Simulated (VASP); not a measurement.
Here is a VASP 6.6.1 calculation.

INCAR

```
ALGO     = Normal         # electronic algorithm
EDIFF    = 1E-6           # SCF threshold, eV
ENCUT    = 520            # plane-wave cutoff, eV
ISIF     = 2              # what is computed and relaxed
ISMEAR   = -1             # smearing method
LASPH    = T              # aspherical terms in the spheres
LCHARG   = T              # write CHGCAR
LELF     = T              # ELF
LREAL    = F              # projectors in reciprocal space
LVHAR    = T            
LWAVE    = F              # write WAVECAR
NBANDS   = 17             # bands
NELM     = 80             # most SCF steps
PREC     = Accurate       # precision mode
SIGMA    = 0.01           # smearing width, eV
```

File KPOINTS:

```
k-points
0
Gamma
  8 8 8
```

Contents of POSCAR:

```
PbS
1.0
    0.0000000000      2.9650000000      2.9353500000
    2.9650000000      0.0000000000      2.9353500000
    2.9650000000      2.9650000000      0.0000000000
Pb S
1 1
Direct
    0.0000000000      0.0000000000      0.0000000000
    0.5000000000      0.5000000000      0.5000000000
```

Potentials or basis: VASP PAW LDA potentials, release 64 (Pb_d, S).

The run is started by

```console
$ cat potpaw_LDA.64/Pb_d/POTCAR potpaw_LDA.64/S/POTCAR > POTCAR
$ mpirun -np 1 vasp_std > vasp.out
```

Problem. Predict the pressure.

Solution. -1.9 GPa.

Problem. Predict the band gap on the k mesh.

Solution. 0.16 eV, direct.

Stress tensor (GPa, compression positive):
```
-2.37  0.00  0.00
 0.00 -2.37  0.00
 0.00  0.00 -1.07
```

Caveat: the cell differs from its parent crystal (zz strain of -1 %); spin-orbit coupling is left out, which moves the levels of the heavy elements. A k mesh can miss the band edges.
